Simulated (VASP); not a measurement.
A run of VASP 6.6.1:

File INCAR:

```
SYSTEM = PbF2
ALGO = Normal
EDIFF = 1E-8
ENCUT = 520
GGA = CA
ISIF = 2
ISMEAR = -1
LASPH = .True.
LCHARG = .False.
LEFG = .True.
LREAL = .False.
LWAVE = .False.
NBANDS = 21
NELM = 60
PREC = Accurate
SIGMA = 0.03
```

Contents of KPOINTS:

```
k-points
0
Gamma
  7 7 7
  0 0 0
```

POSCAR

```
PbF2
1.0
    0.0000000000      2.9092238050      2.9092238050
    2.9092238050      0.0000000000      2.9092238050
    2.9092238050      2.9092238050      0.0000000000
Pb F
1 2
Direct
    0.0000000000      0.0000000000      0.0000000000
    0.2500000000      0.2500000000      0.2500000000
    0.7500000000      0.7500000000      0.7500000000
```

Potentials or basis: VASP PAW LDA potentials, release 64 (Pb_d, F).

Run with:

```console
$ cat potpaw_LDA.64/Pb_d/POTCAR potpaw_LDA.64/F/POTCAR > POTCAR
$ mpirun -np 1 vasp_std > vasp.out
```

Hardware: 1 thread of AMD EPYC 9R45 96-Core Processor (Zen 5), with other jobs on the host.

Problem. Estimate the wall time of this run.

Solution. It took 10 s on 1 thread of AMD EPYC 9R45 96-Core Processor (Zen 5) (shared host), peak memory 0.13 GiB. Counts: scf iterations 14, k points 20.
